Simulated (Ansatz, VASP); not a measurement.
## Two plane-wave programs on NaCl

The input POSCAR:

```
NaCl
1.0
    0.0000000000      2.7940632177      2.7940632177
    2.7940632177      0.0000000000      2.7940632177
    2.7940632177      2.7940632177      0.0000000000
Cl Na
1 1
Direct
    0.5000000000      0.5000000000      0.5000000000
    0.0000000000      0.0000000000      0.0000000000
```

Contents of INCAR.step1:

```
ALGO = Normal ; EDIFF = 1E-5
ENCUT = 600 ; GGA = PE
ISMEAR = -1 ; LASPH = T
LCHARG = F ; LREAL = F
LWAVE = T ; NBANDS = 14
NELM = 80 ; PREC = Accurate
SIGMA = 0.05
```

File INCAR.step2:

```
AEXX = 0.25 ; ALGO = Normal
EDIFF = 1E-7 ; EDIFFG = -0.01
ENCUT = 600 ; GGA = PE
HFSCREEN = 0.3 ; IBRION = 2
ISIF = 3 ; ISMEAR = -1
ISTART = 1 ; LASPH = T
LCHARG = F ; LHFCALC = T
LREAL = F ; LWAVE = F
NELM = 80 ; NSW = 60
PREC = Accurate ; PRECFOCK = Normal
SIGMA = 0.05
```

File KPOINTS:

```
k-points
0
Gamma
  4 4 4
```

input.yaml

```yaml
crystal:
  lattice:
    - [0.0, 2.7940632177, 2.7940632177]
    - [2.7940632177, 0.0, 2.7940632177]
    - [2.7940632177, 2.7940632177, 0.0]
  atoms:
    - { symbol: Cl, position: [0.5, 0.5, 0.5] }
    - { symbol: Na, position: [0.0, 0.0, 0.0] }
hamiltonian:
  xc: { exchange: pbe, correlation: pbe, exx: { coeff: 0.25, omega: 0.3 } }
  pseudopotentials: { kind: paw }
kpoints:
  mp_grid: { grid: [4, 4, 4] }
scf:
  occupations: { method: fermi_dirac, width: 0.05 }
output:
  forces: true
  stress: true
relax:
  f_tol: 0.01
  max_steps: 40
  cell: { stress_tol: 0.05 }
```

Alike in both runs: task relaxation of cell and atoms; functional PBE-based screened hybrid; k mesh 4 × 4 × 4; occupations fermi-dirac, width 0.05 eV; no spin polarisation.

|  | VASP | Ansatz |
| --- | --- | --- |
| version | VASP 6.6.1 | Ansatz 0.2.0 |
| potentials or method | VASP PAW PBE potentials, release 64 (Cl, Na_pv) | Ansatz PAW |
| plane-wave cutoff (eV) | 600 | 420 |
| valence electrons in the cell | 14 | 16 |

VASP gave:

```
gap on the k mesh at the Fermi level, each at its own relaxed structure (eV) : 6.19
relaxed volume (Å³/atom)                                                     : 22.66
relaxed cell length with the largest relative difference (Å)                 : 4.002
```

Task: What did Ansatz give for the same quantities?

Result: gap on the k mesh at the Fermi level, each at its own relaxed structure (eV): 6.20; relaxed volume (Å³/atom): 22.61; relaxed cell length with the largest relative difference (Å): 3.999.

VASP's potentials were made for PBE, not for PBE-based screened hybrid. VASP's potentials hold 14 valence electrons a cell and Ansatz's 16, so a difference there can come from the potentials and not from the codes.

The k mesh is coarse, so the values compare programs but aren't converged. Noted on Ansatz's run: the plane-wave basis is chosen anew once the cell has moved, so the energies of steps on either side of that aren't comparable.
